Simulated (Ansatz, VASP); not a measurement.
# One calculation of Sb, two programs

The input INCAR:

```
ALGO = Normal ; EDIFF = 1E-6
ENCUT = 500 ; GGA = RE
GGA_COMPAT = F ; ISIF = 2
ISMEAR = -1 ; LASPH = T
LCHARG = T ; LELF = T
LREAL = F ; LVHAR = T
LWAVE = F ; NBANDS = 8
NELM = 120 ; PREC = Accurate
SIGMA = 0.1
```

KPOINTS

```
k-points
0
Gamma
  11 11 11
```

The input POSCAR:

```
Sb
1.0
    3.0372003632      0.0000000000      0.0000000000
    0.0000000000      3.0372003632      0.0000000000
    0.0000000000      0.0000000000      3.0372003632
Sb
1
Direct
    0.0000000000      0.0000000000      0.0000000000
```

Input for Ansatz:

```yaml
crystal:
  lattice:
    - [3.0372003632, 0.0, 0.0]
    - [0.0, 3.0372003632, 0.0]
    - [0.0, 0.0, 3.0372003632]
  atoms:
    - { symbol: Sb, position: [0.0, 0.0, 0.0] }
hamiltonian:
  xc: revpbe
  pseudopotentials:
    kind: paw
    azcp:
      Sb: "pseudopotentials/Sb.paw.azcp"
basis:
  ecutwfc: 420
  fft_grid_basis: typed
kpoints:
  mp_grid: { grid: [11, 11, 11], shift: [0, 0, 0] }
magnetization:
  spin_polarized: false
scf:
  occupations: { method: fermi_dirac, width: 0.1 }
  lower_state_search: "off"
output:
  stress: true
```

Alike in both runs: task single point; functional revPBE; k mesh 11 × 11 × 11; occupations fermi-dirac, width 0.1 eV; no spin polarisation.

|  | VASP | Ansatz |
| --- | --- | --- |
| version | VASP 6.6.1 | Ansatz 0.2.0 |
| potentials or method | VASP PAW PBE potentials, release 64 (Sb), cutoff 500 eV | plane waves (420 eV) with PAW, scalar-relativistic |
| valence electrons in the cell | 5 | 15 |

|  | VASP | Ansatz | Ansatz less VASP |
| --- | --- | --- | --- |
| pressure (GPa) | 5.7 | 5.8 | +0.03 |

VASP's potentials were made for PBE, not for revPBE. VASP's potentials hold 5 valence electrons a cell and Ansatz's 15, so a difference there can come from the potentials and not from the codes.

Spin-orbit coupling is off throughout.
